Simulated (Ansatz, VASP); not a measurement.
# Sn: VASP beside Ansatz

```
CELL_PARAMETERS angstrom
-1.81532 1.86187 2.33834
1.81532 -1.86187 2.33834
1.63776 1.68922 -2.33834
ATOMIC_POSITIONS crystal
Sn 0.00000 0.00000 0.00000
```

Change from the starting cell: strain -0.1000 x Voigt [0, 0, 0, 0, 0, 1], atoms carried along.

Alike in both runs: task single point; functional PBEsol; k mesh 20 × 20 × 20; occupations gaussian, width 0.15 eV; no spin polarisation.

|  | VASP | Ansatz |
| --- | --- | --- |
| version | VASP 6.6.1 | Ansatz 0.2.0 |
| potentials or method | VASP PAW PBE potentials, release 64 (Sn_d), cutoff 520 eV | scalar-relativistic, plane waves, PAW |
| valence electrons in the cell | 14 | 14 |

|  | VASP | Ansatz | Ansatz less VASP |
| --- | --- | --- | --- |
| gap on the k mesh at the Fermi level (eV) | none | none | - |
| pressure (GPa) | -3.5 | -3.5 | -0.02 |
| traceless stress, the component that is largest in VASP (GPa) | -0.30 | -0.30 | 0.000 |

VASP's potentials were made for PBE, not for PBEsol. A gap of «none» marks a metal or a gap that the smearing closes. With one functional, cell and mesh, what is left measures potentials, basis and numerics.
